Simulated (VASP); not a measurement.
LiHf4Si4O16 (a cell with a defect), 25 atoms in the cell. The cell holds a defect, 25 atoms: a = 6.647 Å, b = 6.647 Å, c = 6.015 Å, α = 90.00°, β = 90.00°, γ = 90.00°. 

| Property | Result |
| --- | --- |
| Program | VASP 6.6.1 |
| Task | relaxation of the atoms |
| Functional | PBE |
| Potentials or basis | VASP PAW PBE potentials, release 64 (Hf_pv, Si, O, Li_sv) |
| Cutoff | 650 eV |
| k mesh | 1 × 1 × 1, shifted |
| Occupations | fermi-dirac, width 0.01 eV |
| Spin | no spin polarisation |
| Dipole correction | no |
| Charge | 1 |
| Further INCAR settings | LREAL = Auto; ALGO = Normal; EDIFF = 1e-07; ISYM = -1; IBRION = 2; EDIFFG = -0.02; NSW = 90; NELECT = 154.0 |

Potentials or basis: VASP PAW PBE potentials, release 64 (Hf_pv, Si, O, Li_sv).

Run with:

```sh
$ cat potpaw_PBE.64/Hf_pv/POTCAR potpaw_PBE.64/Si/POTCAR potpaw_PBE.64/O/POTCAR potpaw_PBE.64/Li_sv/POTCAR > POTCAR
$ mpirun -np 1 vasp_std > vasp.out
```

Hardware: 1 thread of AMD EPYC 7R13 Processor (Zen 3), on a shared host.

Q: How long does it take, and how much memory?

A: Run time: 20 min on 1 thread of AMD EPYC 7R13 Processor (Zen 3) (shared host), peak memory 0.4 GiB. Counts: scf iterations 190, k points 1, ion steps 23.
